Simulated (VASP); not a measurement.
# Cs (Fm-3m) in VASP: settings compared

Aim: see how the results for Cs move with the level of theory and the settings. Levels: PBEsol, r2SCAN, PBE+D3(BJ), PBE+D4. Tasks: single point.

Everything below comes from runs of VASP 6.6.1. Logs are shortened: lines on timing, memory, paths and dates and some standing lists are left out, and cuts for length are marked.

### 1 The cell of the first run

The structure is cubic, space group Fm-3m (No. 225). Conventional cell: a = 7.897 Å, b = 7.897 Å, c = 7.897 Å, α = 90.00°, β = 90.00°, γ = 90.00°.

### 2 Single point, PBEsol

Contents of INCAR:

```
ALGO = Normal
EDIFF = 1E-6
ENCUT = 520
GGA = PS
ISIF = 2
ISMEAR = -1
LASPH = T
LCHARG = F
LREAL = F
LWAVE = F
NBANDS = 10
NELM = 100
PREC = Accurate
SIGMA = 0.05
```

Contents of KPOINTS:

```
k-points
0
Gamma
  4 4 4
```

Contents of POSCAR:

```
Cs
1.0
    0.0000000000      3.9483357400      3.9483357400
    3.9483357400      0.0000000000      3.9483357400
    3.9483357400      3.9483357400      0.0000000000
Cs
1
Direct
    0.0000000000      0.0000000000      0.0000000000
```

Potentials or basis: VASP PAW PBE potentials, release 64 (Cs_sv).

Command:

```
> cat potpaw_PBE.64/Cs_sv/POTCAR > POTCAR
> mpirun -np 1 vasp_std > vasp.out
```

OUTCAR:

```text
EDIFF = 1E-6
   ENCUT = 520
   GGA = PS
   ISIF = 2
   ISMEAR = -1
   LASPH = T
   LREAL = F
   NELM = 100
   PREC = Accurate

 ion  position               nearest neighbor table
   1  0.000  0.000  0.000-

  LATTYP: Found a face centered cubic cell.
 ALAT       =     7.8966714800

  Lattice vectors:

 A1 = (   0.0000000000,   3.9483357400,   3.9483357400)
 A2 = (   3.9483357400,   0.0000000000,   3.9483357400)
 A3 = (   3.9483357400,   3.9483357400,   0.0000000000)

Analysis of symmetry for initial positions (statically):
=====================================================================
 Subroutine PRICEL returns:
 Original cell was already a primitive cell.

 Routine SETGRP: Setting up the symmetry group for a
 face centered cubic supercell.

 Subroutine GETGRP returns: Found 48 space group operations
 (whereof 48 operations were pure point group operations)
 out of a pool of 48 trial point group operations.

The static configuration has the point symmetry O_h .

Analysis of symmetry for dynamics (positions and initial velocities):
=====================================================================
 Subroutine PRICEL returns:
 Original cell was already a primitive cell.

 Routine SETGRP: Setting up the symmetry group for a
 face centered cubic supercell.

 Subroutine GETGRP returns: Found 48 space group operations
 (whereof 48 operations were pure point group operations)
 out of a pool of 48 trial point group operations.

The dynamic configuration has the point symmetry O_h .

 Subroutine INISYM returns: Found 48 space group operations
 (whereof 48 operations are pure point group operations),
 and found     1 'primitive' translations

----------------------------------------------------------------------------------------

                                     Primitive cell

  volume of cell :     123.1040

  direct lattice vectors                    reciprocal lattice vectors
     0.000000000  3.948335740  3.948335740    -0.126635634  0.126635634  0.126635634
     3.948335740  0.000000000  3.948335740     0.126635634 -0.126635634  0.126635634
     3.948335740  3.948335740  0.000000000     0.126635634  0.126635634 -0.126635634

  length of vectors
     5.583789952  5.583789952  5.583789952     0.219339352  0.219339352  0.219339352

  position of ions in fractional coordinates (direct lattice)
     0.000000000  0.000000000  0.000000000

  ion indices of the primitive-cell ions
   primitive index   ion index
                 1           1

----------------------------------------------------------------------------------------

 KPOINTS: k-points

Automatic generation of k-mesh.
 Grid dimensions read from file:
 generate k-points for:    4    4    4

 Generating k-lattice:

  Cartesian coordinates                     Fractional coordinates (reciprocal lattice)
    -0.031658909  0.031658909  0.031658909     0.250000000  0.000000000  0.000000000
     0.031658909 -0.031658909  0.031658909     0.000000000  0.250000000  0.000000000
     0.031658909  0.031658909 -0.031658909     0.000000000  0.000000000  0.250000000

  Length of vectors
     0.054834838  0.054834838  0.054834838

  Shift w.r.t. Gamma in fractional coordinates (k-lattice)
     0.000000000  0.000000000  0.000000000

 Subroutine IBZKPT returns following result:
 ===========================================

 Found      8 irreducible k-points:

 Following reciprocal coordinates:
            Coordinates               Weight
  0.000000  0.000000  0.000000      1.000000
  0.250000  0.000000  0.000000      8.000000
  0.500000  0.000000  0.000000      4.000000
  0.250000  0.250000  0.000000      6.000000
  0.500000  0.250000  0.000000     24.000000
 -0.250000  0.250000  0.000000     12.000000
  0.500000  0.500000  0.000000      3.000000
 -0.250000  0.500000  0.250000      6.000000
   k-points           NKPTS =      8   k-points in BZ     NKDIM =      8   number of bands    NBANDS=     10
   number of dos      NEDOS =    301   number of ions     NIONS =      1
   total plane-waves  NPLWV =  74088
   dimension x,y,z NGX =    42 NGY =   42 NGZ =   42
   dimension x,y,z NGXF=    84 NGYF=   84 NGZF=   84
   ions per type =               1
   NGX,Y,Z   is equivalent  to a cutoff of  12.50, 12.50, 12.50 a.u.
   NGXF,Y,Z  is equivalent  to a cutoff of  25.01, 25.01, 25.01 a.u.
 SYSTEM =  unknown system
   PREC   = accura    normal or accurate (medium, high low for compatibility)
   ISTART =      0    job   : 0-new  1-cont  2-samecut
   ICHARG =      2    charge: 1-file 2-atom 10-const
   ISPIN  =      1    spin polarized calculation?
   LNONCOLLINEAR =      F non collinear calculations
   LSORBIT =      F    spin-orbit coupling
   LASPH  =      T    aspherical Exc in radial PAW
   ENCUT  =  520.0 eV  38.22 Ry    6.18 a.u.  10.38 10.38 10.38*2*pi/ulx,y,z
   NELM   =    100;   NELMIN=  2; NELMDL= -5     # of ELM steps
   EDIFF  = 0.1E-05   stopping-criterion for ELM
   LREAL  =      F    real-space projection
   EDIFFG = 0.1E-04   stopping-criterion for IOM
   NSW    =      0    number of steps for IOM
   IBRION =     -1    ionic relax: 0-MD 1-quasi-New 2-CG
   NFREE  =      0    steps in history (QN), initial steepest desc. (CG)
   ISIF   =      2    stress and relaxation
   ISYM   =      2    0-nonsym 1-usesym 2-fastsym
   POTIM  = 0.5000    time-step for ionic-motion
   TEBEG  =    0.0;   TEEND  =   0.0 temperature during run
   PSTRESS=    0.0 pullay stress
   NELECT =       9.0000    total number of electrons
   NUPDOWN=      -1.0000    fix difference up-down
   EMIN   =  10.00;   EMAX   =-10.00  energy-range for DOS
   EFERMI =   0.00;   METHOD = LEGACY
   ISMEAR =    -1;   SIGMA  =   0.05  broadening in eV -4-tet -1-fermi 0-gaus
   EFERMI_NEDOS =   21; number of points for ismear=-14 and -15
   IALGO  =     38    algorithm
   IMIX   =      4    mixing-type and parameters
     AMIX     =   0.40;   BMIX     =  1.00
     AMIX_MAG =   1.60;   BMIX_MAG =  1.00
  volume/ion in A,a.u.               =     123.10       830.75
  Fermi-wavevector in a.u.,A,eV,Ry     =   0.684539  1.293591  6.375605  0.468594
  Thomas-Fermi vector in A             =   1.764221
   LORBIT       =      0    0 simple, 1 ext, 2 COOP (PROOUT), +10 PAW based schemes
   GGA     = PS    functional components
   LHFCALC =     F    Hartree Fock is set to
   AEXX    =    0.0000 exact exchange contribution
   IVDW    =     0    specifies the selected vdW correction
   LEPSILON=     F    determine dielectric tensor
   LRPA    =     F    only Hartree local field effects (RPA)
 non-spin polarized calculation
  energy-cutoff  :      520.00
  volume of cell :      123.10
 maximum number of plane-waves:      3329
 NGX is ok and might be reduce to    42
   NGX = 21   NGY = 21   NGZ = 21

 number of electron       9.0000001 magnetization

 Free energy of the ion-electron system (eV)
  ---------------------------------------------------
  ext. energy  EPLUGINS =         0.00000000
  ---------------------------------------------------
  free energy    TOTEN  =        -0.90845570 eV

  energy without entropy =       -0.89505560  energy(sigma->0) =       -0.90175565

 E-fermi :   0.2806     XC(G=0):  -5.2993

 val. band max:        0.2017255760   @ k =   0.5000   0.0000   0.0000
 cond. band min:       0.4081824496   @ k =   0.5000   0.2500   0.0000
 fundamental gap:      0.2064568736
 Fermi energy:         0.2805747760

 k-point     1 :       0.0000    0.0000    0.0000
  band No.  band energies     occupation
      1     -23.6606      2.00000
      2     -10.3909      2.00000
      3     -10.3909      2.00000
      4     -10.3909      2.00000
      5      -1.3965      2.00000
      6       2.6357      0.00000
      7       2.6357      0.00000
      8       2.6357      0.00000
      9       3.6693      0.00000
     10       3.6693      0.00000

 k-point     2 :       0.2500    0.0000    0.0000
  band No.  band energies     occupation
      1     -23.6585      2.00000
      2     -10.4456      2.00000
      3     -10.3984      2.00000
      4     -10.3984      2.00000
      5      -0.8200      2.00000
      6       1.8260      0.00000
      7       2.7170      0.00000
      8       2.7170      0.00000
      9       3.5834      0.00000
     10       3.5834      0.00000

 k-point     3 :       0.5000    0.0000    0.0000
  band No.  band energies     occupation
      1     -23.6563      2.00000
      2     -10.4987      2.00000
      3     -10.4059      2.00000
      4     -10.4059      2.00000
      5       0.2017      1.65755
      6       0.9255      0.00001
      7       2.5047      0.00000
      8       2.5047      0.00000
      9       4.4186      0.00000
     10       4.4633      0.00000

 k-point     4 :       0.2500    0.2500    0.0000
  band No.  band energies     occupation
      1     -23.6577      2.00000
      2     -10.4434      2.00000
      3     -10.4107      2.00000
      4     -10.4107      2.00000
      5      -0.6333      2.00000
      6       1.7867      0.00000
      7       2.3770      0.00000
      8       3.0107      0.00000
      9       3.0107      0.00000
     10       3.9994      0.00000

 k-point     5 :       0.5000    0.2500    0.0000
  band No.  band energies     occupation
      1     -23.6556      2.00000
      2     -10.4803      2.00000
      3     -10.4339      2.00000
      4     -10.4182      2.00000
      5       0.4082      0.14456
      6       1.1834      0.00000
      7       1.8093      0.00000
      8       2.9810      0.00000
      9       3.5177      0.00000
     10       4.4885      0.00000

 k-point     6 :      -0.2500    0.2500    0.0000
  band No.  band energies     occupation
      1     -23.6563      2.00000
      2     -10.4683      2.00000
      3     -10.4363      2.00000
      4     -10.4059      2.00000
      5       0.0212      1.98889
      6       1.5504      0.00000
      7       1.7606      0.00000
      8       2.8891      0.00000
      9       3.4799      0.00000
     10       4.3105      0.00000

 k-point     7 :       0.5000    0.5000    0.0000
  band No.  band energies     occupation
      1     -23.6549      2.00000
      2     -10.4924      2.00000
      3     -10.4305      2.00000
      4     -10.4305      2.00000
      5       0.5396      0.01119
      6       1.2966      0.00000
      7       1.5437      0.00000
      8       4.0317      0.00000
      9       4.0317      0.00000
     10       4.2581      0.00000

 k-point     8 :      -0.2500    0.5000    0.2500
  band No.  band energies     occupation
      1     -23.6549      2.00000
      2     -10.4616      2.00000
      3     -10.4616      2.00000
      4     -10.4314      2.00000
      5       1.0095      0.00000
      6       1.3920      0.00000
      7       1.3920      0.00000
      8       2.1903      0.00000
      9       4.4028      0.00000
     10       4.4837      0.00000

------------------------ aborting loop because EDIFF is reached ----------------------------------------

  FORCE on cell =-STRESS in cart. coord.  units (eV):
  Direction    XX          YY          ZZ          XY          YZ          ZX
  --------------------------------------------------------------------------------------
  -------------------------------------------------------------------------------------
  Total       -0.1571281     -0.1571281     -0.1571281     -0.0000000     -0.0000000      0.0000000
  in kB       -2.0449948     -2.0449948     -2.0449948     -0.0000000     -0.0000000      0.0000000
  external PRESSURE =      -2.0449948 kB  Pullay stress =       0.0000000 kB

 VOLUME and BASIS-vectors are now :
 -----------------------------------------------------------------------------
  energy-cutoff  :      520.00
  volume of cell :      123.10
      direct lattice vectors                 reciprocal lattice vectors
     0.000000000  3.948335740  3.948335740    -0.126635634  0.126635634  0.126635634
     3.948335740  0.000000000  3.948335740     0.126635634 -0.126635634  0.126635634
     3.948335740  3.948335740  0.000000000     0.126635634  0.126635634 -0.126635634

 POSITION                                       TOTAL-FORCE (eV/Angst)
 -----------------------------------------------------------------------------------
      0.00000      0.00000      0.00000         0.000000     -0.000000     -0.000000
 -----------------------------------------------------------------------------------
    total drift:                               -0.000000     -0.000000      0.000000

  FREE ENERGIE OF THE ION-ELECTRON SYSTEM (eV)
  ---------------------------------------------------
  free  energy   TOTEN  =        -0.9084557025 eV

  energy  without entropy=       -0.8950556023  energy(sigma->0) =       -0.90175565
```

Wall time 8.5 s (1 thread of Intel Xeon Platinum 8259CL at 2.50GHz (Skylake/Cascade Lake), shared host); peak memory 0.24 GiB.

Results:

* Free energy: -0.9085 eV
* Pressure: -0.2 GPa

Levels at points of the mesh, in eV from the Fermi level:
| k point | band 1 | band 2 | band 3 | band 4 | band 5 | band 6 | band 7 | band 8 | band 9 | band 10 |
| --- | --- | --- | --- | --- | --- | --- | --- | --- | --- | --- |
| (0.00, 0.00, 0.00) | -23.94 | -10.67 | -10.67 | -10.67 | -1.68 | 2.36 | 2.36 | 2.36 | 3.39 | 3.39 |
| (0.50, 0.00, 0.00) | -23.94 | -10.78 | -10.69 | -10.69 | -0.08 | 0.64 | 2.22 | 2.22 | 4.14 | 4.18 |
| (0.50, 0.50, 0.00) | -23.94 | -10.77 | -10.71 | -10.71 | 0.26 | 1.02 | 1.26 | 3.75 | 3.75 | 3.98 |

Caveat: the PAW data sets were made with another functional, which shifts forces and pressure a little; spin-orbit coupling is left out, which moves the levels of the heavy elements.

### 3 Single point, r2SCAN

POSCAR is that of step 2.

Contents of INCAR.step1:

```
  ALGO = Normal
  EDIFF = 1E-4
  ENCUT = 520
  GGA = PE
  ISMEAR = -1
  LASPH = T
  LCHARG = F
  LREAL = F
  LWAVE = T
  NBANDS = 10
  NELM = 80
  PREC = Accurate
  SIGMA = 0.05
```

Contents of INCAR.step2:

```
  ALGO = Normal
  EDIFF = 1E-7
  ENCUT = 520
  ISIF = 2
  ISMEAR = -1
  ISTART = 1
  LASPH = T
  LCHARG = T
  LELF = T
  LMIXTAU = T
  LREAL = F
  LVHAR = T
  LWAVE = F
  METAGGA = R2SCAN
  NBANDS = 10
  NELM = 80
  PREC = Accurate
  SIGMA = 0.05
```

KPOINTS is that of step 2.

Potentials or basis: VASP PAW PBE potentials, release 64 (Cs_sv).

Command:

```
> cat potpaw_PBE.64/Cs_sv/POTCAR > POTCAR
> cp INCAR.step1 INCAR
> mpirun -np 1 vasp_std > vasp.out
> cp INCAR.step2 INCAR
> mpirun -np 1 vasp_std > vasp.out
```

Run time: 77 s. Hardware: 1 thread of Intel Xeon Platinum 8259CL at 2.50GHz (Skylake/Cascade Lake), shared host; peak memory 0.27 GiB.

The run converged. Its results:

```yaml
Free_energy: -24.9855 eV
Pressure: 0.0 GPa
```

Levels at points of the mesh, in eV from the Fermi level:
```tsv
k point	band 2	band 3	band 4	band 5	band 6	band 7	band 8	band 9
(0.00, 0.00, 0.00)	-11.29	-11.29	-11.29	-1.81	2.62	2.62	2.62	3.73
(0.50, 0.00, 0.00)	-11.40	-11.31	-11.31	-0.01	0.52	2.46	2.46	4.47
(0.50, 0.50, 0.00)	-11.40	-11.33	-11.33	0.24	1.09	1.26	4.07	4.07
```

Caveat: the PAW data sets were made with another functional, which shifts forces and pressure a little; spin-orbit coupling is left out, which moves the levels of the heavy elements.

### 4 Single point, PBE+D3(BJ)

This run uses another cell than the first one, of 112.10 Å³/atom, 0.911 times its volume.

Contents of INCAR:

```
ALGO = Fast ; EDIFF = 1E-7
ENCUT = 520 ; GGA = PE
ISIF = 2 ; ISMEAR = -1
IVDW = 12 ; LASPH = True
LCHARG = True ; LELF = True
LREAL = False ; LVHAR = True
LWAVE = False ; NBANDS = 10
NELM = 60 ; PREC = Accurate
SIGMA = 0.05
```

Contents of KPOINTS:

```
k-points
0
Gamma
  6 6 6
```

Contents of POSCAR:

```
Cs
1.0
    0.0000000000      3.8270202158      3.8270202158
    3.8270202158      0.0000000000      3.8270202158
    3.8270202158      3.8270202158      0.0000000000
Cs
1
Direct
    0.0000000000      0.0000000000      0.0000000000
```

Command:

```
> cat potpaw_PBE.64/Cs_sv/POTCAR > POTCAR
> mpirun -np 1 vasp_std > vasp.out
```

It took 19 s on 1 thread of Intel Xeon Platinum 8259CL at 2.50GHz (Skylake/Cascade Lake), shared host; peak memory 0.23 GiB.

Results (log left out):

- Free energy: -0.9352 eV
- Pressure: 0.0 GPa
- Dispersion energy per atom: -0.091 eV

Levels at points of the mesh, in eV from the Fermi level:
```tsv
k point	band 1	band 2	band 3	band 4	band 5	band 6	band 7	band 8	band 9	band 10
(0.00, 0.00, 0.00)	-23.82	-10.56	-10.56	-10.56	-1.69	2.48	2.48	2.48	3.59	3.59
(0.50, 0.00, 0.00)	-23.81	-10.71	-10.58	-10.58	-0.02	0.81	2.34	2.34	4.41	4.42
(0.50, 0.50, 0.00)	-23.81	-10.70	-10.61	-10.61	0.27	1.04	1.49	4.11	4.11	4.46
```

Caveat: spin-orbit coupling is left out, which moves the levels of the heavy elements; pairwise dispersion overbinds metals, which lowers pressure and volume.

(Continued in part 2 of 2.)
